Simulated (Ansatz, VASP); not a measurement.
Two plane-wave programs on Pb

```
Pb
1.0
     0.00000    2.51759    2.51759
     2.51759    0.00000    2.51759
     2.51759    2.51759    0.00000
Pb
1
Cartesian
  0.0000 0.0000 0.0000
```

Alike in both runs: task single point; functional PBE; k mesh 11 × 11 × 11; occupations fermi-dirac, width 0.1 eV; non-collinear spin, spin-orbit coupling.

|  | VASP | Ansatz |
| --- | --- | --- |
| version | VASP 6.6.1 | Ansatz 0.2.0 |
| potentials or method | VASP PAW PBE potentials, release 64 (Pb_d), cutoff 520 eV | plane waves (420 eV) with PAW, fully relativistic with spin-orbit coupling |
| valence electrons in the cell | 14 | 14 |

```tsv
	VASP	Ansatz	Ansatz less VASP
net moment per atom (μB)	0.00	0.00	0.000
```

The functional is the same, so the differences come from potentials, cutoffs and numerics.
